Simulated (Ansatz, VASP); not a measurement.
## LiB2 in VASP and in Ansatz

```
Li B
1.0
     2.22489    0.00000    0.00000
    -1.11245    1.92681    0.00000
     0.00000    0.00000    5.33239
Li B
1 2
Direct
  0.00000 0.00000 0.00000
  0.66667 0.33333 0.65882
  0.66667 0.33333 0.34118
```

Alike in both runs: functional PBE; k mesh 24 × 24 × 10; occupations gaussian, width 0.1 eV; no spin polarisation.

Ansatz relaxed the structure, and its values are those at the end. VASP's run is a single point on that final structure, the one shown.

|  | VASP | Ansatz |
| --- | --- | --- |
| version | VASP 6.6.1 | Ansatz 0.2.0 |
| potentials or method | VASP PAW PBE potentials, release 64 (Li_sv, B), cutoff 520 eV | scalar-relativistic, plane waves, PAW |
| valence electrons in the cell | 9 | 9 |

Ansatz gave:

```
gap on the k mesh at the Fermi level (eV) : none
rms of the force components (eV/Å)        : 0.000
```

Question: What did VASP give for the same quantities?

Answer: gap on the k mesh at the Fermi level (eV): none; rms of the force components (eV/Å): 0.003.

A gap of «none» marks a metal or a gap that the smearing closes.

Noted on VASP's run: the cutoff is short for stress, so the pressure is rough.
